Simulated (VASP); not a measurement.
TiSi16 (a cell with a defect): single point with PBE

TiSi16 (a cell with a defect):

```
Si Ti
1.0
     0.00000    5.43000    5.43000
     5.43000    0.00000    5.43000
     5.43000    5.43000    0.00000
Si Ti
16 1
Cartesian
  0.0071 0.0024 0.0045
  1.3589 1.3588 1.3572
  2.7601 2.7352 -0.0444
  4.1312 4.0734 1.3993
  2.7104 0.0022 2.7081
  4.0741 1.3085 4.0701
  5.4148 2.6562 2.7307
  6.7471 4.0727 4.0142
  -0.0431 2.7346 2.7586
  1.4018 4.0730 4.1290
  2.8099 5.4429 2.8075
  4.0747 6.8615 4.0737
  2.7340 2.6555 5.4113
  4.0161 4.0722 6.7447
  5.3388 5.4410 5.3368
  6.7897 6.7696 6.7867
  6.7890 4.1115 6.7873
```

```json
{
  "Program": "VASP 6.6.1",
  "Task": "single point",
  "Functional": "PBE",
  "Potentials or basis": "VASP PAW PBE potentials, release 64 (Si, Ti_sv)",
  "Cutoff": "520 eV",
  "k mesh": "2 × 2 × 2",
  "Occupations": "gaussian, width 0.02 eV",
  "Spin": "no spin polarisation"
}
```

```json
{
 "Pressure": "4.1 GPa",
 "Largest force": "0.018 eV/Å",
 "Band gap on the k mesh": "zero (band 38 reaches 6.98 eV, above the bottom of band 39 at 6.60 eV)"
}
```

Forces on the atoms (eV/Å):
```
Si  -0.005  0.007 -0.006
Si  -0.008  0.004 -0.006
Si   0.008 -0.015 -0.005
Si   0.002  0.004 -0.004
Si   0.009  0.002  0.007
Si   0.004 -0.007  0.007
Si  -0.006 -0.004  0.007
Si  -0.001  0.001  0.000
Si  -0.001 -0.010  0.005
Si  -0.006  0.003  0.001
Si   0.003  0.006  0.004
Si  -0.003  0.010 -0.006
Si   0.007 -0.003 -0.006
Si   0.001  0.000  0.001
Si  -0.003  0.008 -0.003
Si   0.000  0.004 -0.001
Ti  -0.001 -0.011  0.005
```

Stress tensor (GPa, compression positive):
```
 3.97 -0.01  0.08
-0.01  4.36  0.00
 0.08  0.00  3.97
```

Levels at points of the mesh, in eV from the Fermi level:
| k point | band 34 | band 35 | band 36 | band 37 | band 38 | band 39 | band 40 | band 41 | band 42 | band 43 |
| --- | --- | --- | --- | --- | --- | --- | --- | --- | --- | --- |
| (0.00, 0.00, 0.00) | -0.99 | -0.99 | -0.97 | -0.47 | -0.42 | -0.33 | -0.20 | 0.01 | 0.25 | 0.82 |
| (0.50, 0.00, 0.00) | -1.96 | -1.37 | -1.36 | -0.29 | -0.09 | 0.13 | 0.43 | 0.50 | 0.87 | 1.20 |
| (0.00, 0.50, 0.00) | -1.95 | -1.38 | -1.36 | -0.23 | 0.05 | 0.07 | 0.44 | 0.46 | 0.76 | 1.22 |
| (0.00, 0.00, 0.50) | -1.96 | -1.37 | -1.36 | -0.29 | -0.09 | 0.13 | 0.43 | 0.50 | 0.87 | 1.20 |
| (0.50, 0.50, 0.50) | -1.96 | -1.38 | -1.36 | -0.23 | 0.05 | 0.07 | 0.44 | 0.46 | 0.76 | 1.22 |
| (0.50, 0.50, 0.00) | -2.02 | -2.01 | -1.86 | -0.66 | -0.03 | 0.55 | 0.60 | 1.11 | 1.35 | 1.70 |
| (0.00, 0.50, 0.50) | -2.02 | -2.01 | -1.86 | -0.66 | -0.03 | 0.55 | 0.60 | 1.11 | 1.35 | 1.70 |
| (0.50, 0.00, 0.50) | -1.98 | -1.97 | -1.93 | -0.72 | -0.01 | 0.58 | 0.71 | 1.09 | 1.30 | 1.78 |

Run time: 3 min on 1 thread of Intel(R) Xeon(R) Platinum 8488C (Sapphire Rapids), on a shared host, peak memory 0.5 GiB.

Caveat: the k points lie up to 0.50 Å⁻¹ apart.
